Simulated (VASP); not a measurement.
The system is Pt.

```xyz
1
Lattice="0.0000 1.9609 1.9609 1.9609 0.0000 1.9609 1.9609 1.9609 0.0000" Properties=species:S:1:pos:R:3 pbc="T T T"
Pt    0.0000    0.0000    0.0000
```

| Property | Result |
| --- | --- |
| Program | VASP 6.6.1 |
| Task | relaxation of volume and atoms at fixed shape |
| Functional | LDA |
| Potentials or basis | VASP PAW LDA potentials, release 64 (Pt) |
| Cutoff | 500 eV |
| k mesh | 8 × 8 × 8 |
| Occupations | fermi-dirac, width 0.1 eV |
| Spin | no spin polarisation |

At the start: pressure -5.7 GPa; volume 15.08 Å³/atom.

Task: How do energy, volume and symmetry change on relaxing?

Result: Over 3 steps the energy falls by 5.2 meV/atom and the volume is 14.80 Å³/atom (-1.9 %); space group Fm-3m (No. 225, to 0.05 Å).

Step by step:
```csv
step,energy change (eV),largest force (eV/Å),pressure (GPa),volume (Å³)
1,0.0000,0.0000,-5.66,15.08
2,0.0467,0.0000,21.05,13.95
3,-0.0052,0.0000,-0.15,14.80
```

Final structure:
```
Pt
1.0
     0.00000    1.94851    1.94851
     1.94851    0.00000    1.94851
     1.94851    1.94851    0.00000
Pt
1
Cartesian
  0.0000 0.0000 0.0000
```
